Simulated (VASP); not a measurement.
# Lu (P6_3/mmc) in VASP: single point with PBE

Aim: the single point of Lu with PBE.

Everything below comes from runs of VASP 6.6.1. Logs are shortened: lines on timing, memory, paths and dates and some standing lists are left out, and cuts for length are marked.

### 1 The cell of the first run

It takes space group P6_3/mmc (No. 194, hexagonal). Conventional cell: a = 3.551 Å, b = 3.551 Å, c = 5.537 Å, α = 90.00°, β = 90.00°, γ = 120.00°. Within 4.5 Å of Lu (site symmetry -6m2) lie 12 Lu at 3.44 to 3.55 Å.

### 2 Single point, PBE (30.22 Å³/atom)

File INCAR:

```
PREC     = Accurate       # precision mode
ENCUT    = 520            # plane-wave cutoff, eV
EDIFF    = 1E-7           # SCF threshold, eV
ISMEAR   = -1             # smearing method
SIGMA    = 0.05           # smearing width, eV
LREAL    = F              # projectors in reciprocal space
LASPH    = T              # aspherical terms in the spheres
NELM     = 100            # most SCF steps
ALGO     = Normal         # electronic algorithm
ISIF     = 2              # what is computed and relaxed
LWAVE    = F              # write WAVECAR
LCHARG   = T              # write CHGCAR
GGA      = PE             # functional
LELF     = T              # ELF
LVHAR    = T            
NBANDS   = 32             # bands
```

File KPOINTS:

```
Automatic mesh
0
Gamma
  12 12 6
```

File POSCAR:

```
Lu
1.0
    3.5506054886      0.0000000000      0.0000000000
   -1.7753027443      3.0749145519      0.0000000000
    0.0000000000      0.0000000000      5.5367646680
Lu
2
Direct
    0.3333333333      0.6666666667      0.2500000000
    0.6666666667      0.3333333333      0.7500000000
```

Potentials or basis: VASP PAW PBE potentials, release 64 (Lu).

Run with:

```sh
cat potpaw_PBE.64/Lu/POTCAR > POTCAR
mpirun -np 1 vasp_std > vasp.out
```

OUTCAR:

```text
PREC = Accurate
   ENCUT = 520
   EDIFF = 1E-7
   ISMEAR = -1
   LREAL = F
   LASPH = T
   NELM = 100
   ISIF = 2
   GGA = PE

 ion  position               nearest neighbor table
   1  0.333  0.667  0.250-   2 3.44   2 3.44   2 3.44   2 3.44   2 3.44   2 3.44
   2  0.667  0.333  0.750-   1 3.44   1 3.44   1 3.44   1 3.44   1 3.44   1 3.44

  LATTYP: Found a hexagonal cell.
 ALAT       =     3.5506054886
 C/A-ratio  =     1.5593860500

  Lattice vectors:

 A1 = (   3.5506054886,   0.0000000000,   0.0000000000)
 A2 = (  -1.7753027443,   3.0749145519,   0.0000000000)
 A3 = (   0.0000000000,   0.0000000000,   5.5367646680)

Analysis of symmetry for initial positions (statically):
=====================================================================
 Subroutine PRICEL returns:
 Original cell was already a primitive cell.

 Routine SETGRP: Setting up the symmetry group for a
 hexagonal supercell.

 Subroutine GETGRP returns: Found 24 space group operations
 (whereof 12 operations were pure point group operations)
 out of a pool of 24 trial point group operations.

The static configuration has the point symmetry D_3d.
 The point group associated with its full space group is D_6h.

Analysis of symmetry for dynamics (positions and initial velocities):
=====================================================================
 Subroutine PRICEL returns:
 Original cell was already a primitive cell.

 Routine SETGRP: Setting up the symmetry group for a
 hexagonal supercell.

 Subroutine GETGRP returns: Found 24 space group operations
 (whereof 12 operations were pure point group operations)
 out of a pool of 24 trial point group operations.

The dynamic configuration has the point symmetry D_3d.
 The point group associated with its full space group is D_6h.

 Subroutine INISYM returns: Found 24 space group operations
 (whereof 12 operations are pure point group operations),
 and found     1 'primitive' translations

----------------------------------------------------------------------------------------

                                     Primitive cell

  volume of cell :      60.4493

  direct lattice vectors                    reciprocal lattice vectors
     3.550605489  0.000000000  0.000000000     0.281642104  0.162606145  0.000000000
    -1.775302744  3.074914552  0.000000000     0.000000000  0.325212289  0.000000000
     0.000000000  0.000000000  5.536764668     0.000000000  0.000000000  0.180610891

  length of vectors
     3.550605489  3.550605489  5.536764668     0.325212289  0.325212289  0.180610891

  position of ions in fractional coordinates (direct lattice)
     0.333333333  0.666666667  0.250000000
     0.666666667  0.333333333  0.750000000

  ion indices of the primitive-cell ions
   primitive index   ion index
                 1           1
                 2           2

----------------------------------------------------------------------------------------

 KPOINTS: Automatic mesh

Automatic generation of k-mesh.
 Grid dimensions read from file:
 generate k-points for:   12   12    6

 Generating k-lattice:

  Cartesian coordinates                     Fractional coordinates (reciprocal lattice)
     0.023470175  0.013550512  0.000000000     0.083333333  0.000000000  0.000000000
     0.000000000  0.027101024  0.000000000     0.000000000  0.083333333  0.000000000
     0.000000000  0.000000000  0.030101815     0.000000000  0.000000000  0.166666667

  Length of vectors
     0.027101024  0.027101024  0.030101815

  Shift w.r.t. Gamma in fractional coordinates (k-lattice)
     0.000000000  0.000000000  0.000000000

 Subroutine IBZKPT returns following result:
 ===========================================

 Found     76 irreducible k-points:

 Following reciprocal coordinates:
            Coordinates               Weight
  0.000000  0.000000  0.000000      1.000000
  0.083333  0.000000  0.000000      6.000000
  0.166667  0.000000  0.000000      6.000000
  0.250000  0.000000  0.000000      6.000000
  0.333333  0.000000  0.000000      6.000000
  0.416667  0.000000  0.000000      6.000000
[... 16 lines left out ...]
  0.250000  0.000000  0.166667     12.000000
  0.333333  0.000000  0.166667     12.000000
 [... further k-points ...]
   k-points           NKPTS =     76   k-points in BZ     NKDIM =     76   number of bands    NBANDS=     32
   number of dos      NEDOS =    301   number of ions     NIONS =      2
   total plane-waves  NPLWV =  32928
   dimension x,y,z NGX =    28 NGY =   28 NGZ =   42
   dimension x,y,z NGXF=    56 NGYF=   56 NGZF=   84
   ions per type =               2
   NGX,Y,Z   is equivalent  to a cutoff of  13.11, 13.11, 12.61 a.u.
   NGXF,Y,Z  is equivalent  to a cutoff of  26.22, 26.22, 25.22 a.u.
 SYSTEM =  unknown system
   PREC   = accura    normal or accurate (medium, high low for compatibility)
   ISTART =      0    job   : 0-new  1-cont  2-samecut
   ICHARG =      2    charge: 1-file 2-atom 10-const
   ISPIN  =      1    spin polarized calculation?
   LNONCOLLINEAR =      F non collinear calculations
   LSORBIT =      F    spin-orbit coupling
   LASPH  =      T    aspherical Exc in radial PAW
   ENCUT  =  520.0 eV  38.22 Ry    6.18 a.u.   6.60  6.60 10.29*2*pi/ulx,y,z
   NELM   =    100;   NELMIN=  2; NELMDL= -5     # of ELM steps
   EDIFF  = 0.1E-06   stopping-criterion for ELM
   LREAL  =      F    real-space projection
   EDIFFG = 0.1E-05   stopping-criterion for IOM
   NSW    =      0    number of steps for IOM
   IBRION =     -1    ionic relax: 0-MD 1-quasi-New 2-CG
   NFREE  =      0    steps in history (QN), initial steepest desc. (CG)
   ISIF   =      2    stress and relaxation
   ISYM   =      2    0-nonsym 1-usesym 2-fastsym
   POTIM  = 0.5000    time-step for ionic-motion
   TEBEG  =    0.0;   TEEND  =   0.0 temperature during run
   PSTRESS=    0.0 pullay stress
   NELECT =      50.0000    total number of electrons
   NUPDOWN=      -1.0000    fix difference up-down
   EMIN   =  10.00;   EMAX   =-10.00  energy-range for DOS
   EFERMI =   0.00;   METHOD = LEGACY
   ISMEAR =    -1;   SIGMA  =   0.05  broadening in eV -4-tet -1-fermi 0-gaus
   EFERMI_NEDOS =   21; number of points for ismear=-14 and -15
   IALGO  =     38    algorithm
   IMIX   =      4    mixing-type and parameters
     AMIX     =   0.40;   BMIX     =  1.00
     AMIX_MAG =   1.60;   BMIX_MAG =  1.00
  volume/ion in A,a.u.               =      30.22       203.97
  Fermi-wavevector in a.u.,A,eV,Ry     =   1.536742  2.904021 32.131196  2.361576
  Thomas-Fermi vector in A             =   2.643348
   LORBIT       =      0    0 simple, 1 ext, 2 COOP (PROOUT), +10 PAW based schemes
   GGA     = PE    functional components
   LHFCALC =     F    Hartree Fock is set to
   AEXX    =    0.0000 exact exchange contribution
   IVDW    =     0    specifies the selected vdW correction
   LEPSILON=     F    determine dielectric tensor
   LRPA    =     F    only Hartree local field effects (RPA)
 non-spin polarized calculation
  energy-cutoff  :      520.00
  volume of cell :       60.45
 maximum number of plane-waves:      1652
 NGX is ok and might be reduce to    28
   NGX = 13   NGY = 13   NGZ = 21

 number of electron      49.9999982 magnetization

 Free energy of the ion-electron system (eV)
  ---------------------------------------------------
  ext. energy  EPLUGINS =         0.00000000
  ---------------------------------------------------
  free energy    TOTEN  =        -9.04652213 eV

  energy without entropy =       -9.01685391  energy(sigma->0) =       -9.03168802

 E-fermi :   2.0723     XC(G=0): -10.4882

 val. band max:        2.0563384752   @ k =   0.2500   0.0833   0.3333
 cond. band min:       2.0975706652   @ k =   0.1667   0.1667   0.3333
 fundamental gap:      0.0412321901
 Fermi energy:         2.0722845580

 k-point     1 :       0.0000    0.0000    0.0000
  band No.  band energies     occupation
      1     -54.1993      2.00000
      2     -54.1691      2.00000
      3     -25.1035      2.00000
      4     -24.7278      2.00000
      5     -24.7278      2.00000
      6     -24.6518      2.00000
[... 24 lines left out ...]
     31       5.4251      0.00000
     32       5.4251      0.00000

 k-point     2 :       0.0833    0.0000    0.0000
  band No.  band energies     occupation
      1     -54.1979      2.00000
      2     -54.1687      2.00000
      3     -25.0938      2.00000
      4     -24.7468      2.00000
      5     -24.7345      2.00000
      6     -24.6720      2.00000
[... 24 lines left out ...]
     31       5.1962      0.00000
     32       5.2634      0.00000

 k-point     3 :       0.1667    0.0000    0.0000
  band No.  band energies     occupation
      1     -54.1942      2.00000
      2     -54.1676      2.00000
      3     -25.0658      2.00000
      4     -24.7988      2.00000
      5     -24.7522      2.00000
      6     -24.7260      2.00000
[... 24 lines left out ...]
     31       5.3909      0.00000
     32       5.5094      0.00000

 k-point     4 :       0.2500    0.0000    0.0000
  band No.  band energies     occupation
      1     -54.1889      2.00000
      2     -54.1664      2.00000
      3     -25.0235      2.00000
      4     -24.8703      2.00000
      5     -24.7975      2.00000
      6     -24.7753      2.00000
[... 24 lines left out ...]
     31       5.9422      0.00000
     32       6.1704      0.00000

 k-point     5 :       0.3333    0.0000    0.0000
  band No.  band energies     occupation
      1     -54.1830      2.00000
      2     -54.1656      2.00000
      3     -24.9734      2.00000
      4     -24.9422      2.00000
      5     -24.8663      2.00000
      6     -24.7977      2.00000
[... 584 lines left out ...]
     31       5.6620      0.00000
     32       5.6946      0.00000

 k-point    22 :       0.1667    0.0000    0.1667
  band No.  band energies     occupation
      1     -54.1924      2.00000
      2     -54.1694      2.00000
      3     -25.0433      2.00000
      4     -24.7896      2.00000
      5     -24.7473      2.00000
      6     -24.7461      2.00000
[... 24 lines left out ...]
     31       5.6472      0.00000
     32       5.7378      0.00000

 k-point    23 :       0.2500    0.0000    0.1667
  band No.  band energies     occupation
      1     -54.1874      2.00000
      2     -54.1679      2.00000
      3     -25.0159      2.00000
      4     -24.8531      2.00000
      5     -24.8177      2.00000
      6     -24.7685      2.00000
[... 24 lines left out ...]
     31       6.0716      0.00000
     32       6.1474      0.00000

 k-point    24 :       0.3333    0.0000    0.1667
  band No.  band energies     occupation
      1     -54.1819      2.00000
      2     -54.1668      2.00000
      3     -25.0052      2.00000
      4     -24.9058      2.00000
      5     -24.8729      2.00000
      6     -24.7902      2.00000
[... 24 lines left out ...]
     31       6.6241      0.00000
     32       6.8984      0.00000

 [... further k-points ...]

------------------------ aborting loop because EDIFF is reached ----------------------------------------

  FORCE on cell =-STRESS in cart. coord.  units (eV):
  Direction    XX          YY          ZZ          XY          YZ          ZX
  --------------------------------------------------------------------------------------
  -------------------------------------------------------------------------------------
  Total       -0.5978189     -0.5978189     -0.5632536      0.0000000      0.0000000      0.0000000
  in kB      -15.8448692    -15.8448692    -14.9287349      0.0000000      0.0000000      0.0000000
  external PRESSURE =     -15.5394911 kB  Pullay stress =       0.0000000 kB

 VOLUME and BASIS-vectors are now :
 -----------------------------------------------------------------------------
  energy-cutoff  :      520.00
  volume of cell :       60.45
      direct lattice vectors                 reciprocal lattice vectors
     3.550605489  0.000000000  0.000000000     0.281642104  0.162606145  0.000000000
    -1.775302744  3.074914552  0.000000000     0.000000000  0.325212289  0.000000000
     0.000000000  0.000000000  5.536764668     0.000000000  0.000000000  0.180610891

 POSITION                                       TOTAL-FORCE (eV/Angst)
 -----------------------------------------------------------------------------------
     -0.00000      2.04994      1.38419         0.000000      0.000000      0.000000
      1.77530      1.02497      4.15257        -0.000000      0.000000      0.000000
 -----------------------------------------------------------------------------------
    total drift:                                0.000000     -0.000000      0.000000

  FREE ENERGIE OF THE ION-ELECTRON SYSTEM (eV)
  ---------------------------------------------------
  free  energy   TOTEN  =        -9.0465221277 eV

  energy  without entropy=       -9.0168539139  energy(sigma->0) =       -9.03168802
```

It took 3.8 min on 1 thread of Intel Xeon 8259CL, shared host; peak memory 0.27 GiB.

Results:

```
Free energy            : -9.0465 eV
Pressure               : -1.6 GPa
Band gap on the k mesh : zero (bands 25 and 26 overlap by 1.79 eV)
```

Caveat: spin-orbit coupling is left out, which moves the levels of the heavy elements.
